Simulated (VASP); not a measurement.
Set up this calculation in VASP 6.6.1, as the native input.

```yaml
Task: single point
Functional: LDA
Potentials_or_basis: VASP PAW LDA potentials, release 64 (Si, C)
Cutoff: 520 eV
k_mesh: 8 × 8 × 8
Occupations: gaussian, width 0.05 eV
Spin: no spin polarisation
Dipole_correction: no
Further_INCAR_settings: ALGO = Normal; EDIFF = 1e-06; NBANDS = 11
```

The structure of SiC lies in POSCAR:

```
SiC
1.0
    0.0000000000      2.1477430014      2.1477430014
    2.1477430014      0.0000000000      2.1477430014
    2.1477430014      2.1477430014      0.0000000000
Si C
1 1
Direct
    0.0000000000      0.0000000000      0.0000000000
    0.2500000000      0.2500000000      0.2500000000
```

One way to write it, as run:

INCAR

```
SYSTEM = SiC
PREC     = Accurate       ! precision mode
ENCUT    = 520            ! plane-wave cutoff, eV
EDIFF    = 1E-6           ! SCF threshold, eV
ISMEAR   = 0              ! smearing method
SIGMA    = 0.05           ! smearing width, eV
LREAL    = .False.        ! projectors in reciprocal space
LASPH    = .True.         ! aspherical terms in the spheres
NELM     = 80             ! most SCF steps
ALGO     = Normal         ! electronic algorithm
ISIF     = 2              ! what is computed and relaxed
LWAVE    = .False.        ! write WAVECAR
LCHARG   = .False.        ! write CHGCAR
NBANDS   = 11             ! bands
```

KPOINTS

```
regular mesh
0
Gamma
  8 8 8
  0 0 0
```

Potentials or basis: VASP PAW LDA potentials, release 64 (Si, C).

Command:

```sh
$ cat potpaw_LDA.64/Si/POTCAR potpaw_LDA.64/C/POTCAR > POTCAR
$ mpirun -np 1 vasp_std > vasp.out
```

It gave:

| Property | Result |
| --- | --- |
| Pressure | 6.0 GPa |
| Band gap on the k mesh | 1.27 eV, indirect (least direct gap 4.54 eV) |

Run time: 2.6 s on 1 thread of Intel(R) Xeon(R) Platinum 8488C (Sapphire Rapids), on a shared host, peak memory 0.12 GiB.
